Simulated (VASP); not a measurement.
Rb4Au3: single point with PBE

Rb4Au3:

```
Rb Au
1.0
     7.07461    0.00000    0.00000
     0.00000    7.07461    0.00000
     0.00000    0.00000    7.07461
Rb Au
4 3
Direct
  0.50000 0.50000 0.50000
  0.50000 0.00000 0.00000
  0.00000 0.50000 0.00000
  0.00000 0.00000 0.50000
  0.50000 0.50000 0.00000
  0.00000 0.50000 0.50000
  0.50000 0.00000 0.50000
```

```
Program                 : VASP 6.6.1
Task                    : single point
Functional              : PBE
Potentials or basis     : VASP PAW PBE potentials, release 64 (Rb_sv, Au)
Cutoff                  : 520 eV
k mesh                  : 6 × 6 × 6
Occupations             : gaussian, width 0.1 eV
Spin                    : no spin polarisation
Dipole correction       : no
k mesh for the DOS      : 9 × 9 × 9
Occupations for the DOS : tetrahedron
Further INCAR settings  : ALGO = Fast; EDIFF = 1e-06
```

```yaml
Valence_electrons_inside_the_program's_atomic_spheres: Rb 7.31, 7.30 (each value once); Au 9.66
```

Levels at points of the mesh, in eV from the Fermi level:
| k point | band 30 | band 31 | band 32 | band 33 | band 34 | band 35 | band 36 | band 37 | band 38 | band 39 |
| --- | --- | --- | --- | --- | --- | --- | --- | --- | --- | --- |
| (0.00, 0.00, 0.00) | -3.34 | -3.34 | -3.34 | -2.80 | -2.80 | 0.36 | 1.09 | 1.09 | 1.09 | 2.89 |

Run time: 7.4 min on 1 thread of Intel(R) Xeon(R) 6975P-C (Granite Rapids) (shared host), peak memory 0.63 GiB.

Caveat: spin-orbit coupling is left out, which moves the levels of the heavy elements.
